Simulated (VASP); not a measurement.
A run of VASP 6.6.1 is set up as follows.

Contents of INCAR:

```
  PREC = Accurate
  ENCUT = 500
  EDIFF = 1E-6
  ISMEAR = 1
  SIGMA = 0.1
  LREAL = F
  LASPH = T
  NELM = 120
  ALGO = Normal
  ISIF = 2
  LWAVE = F
  LCHARG = T
  GGA = PE
  LELF = T
  LVHAR = T
  NBANDS = 19
  GGA_COMPAT = F
```

Contents of KPOINTS:

```
regular mesh
0
Gamma
  13 13 13
```

POSCAR

```
Zn
1.0
    0.0000000000      2.4195964016      2.4195964016
    2.4195964016      0.0000000000      2.4195964016
    2.4195964016      2.4195964016      0.0000000000
Zn
2
Direct
    1.0000000000      1.0000000000      1.0000000000
    0.2500000000      0.2500000000      0.2500000000
```

Potentials or basis: VASP PAW PBE potentials, release 64 (Zn).

The run is started by

```console
$ cat potpaw_PBE.64/Zn/POTCAR > POTCAR
$ mpirun -np 1 vasp_std > vasp.out
```

**Question.** Estimate the band gap on the k mesh.

**Answer.** Zero (bands 12 and 13 overlap by 10.16 eV).

**Question.** Predict the pressure.

**Answer.** 61.3 GPa.

Caveat: the cell stands under pressure.
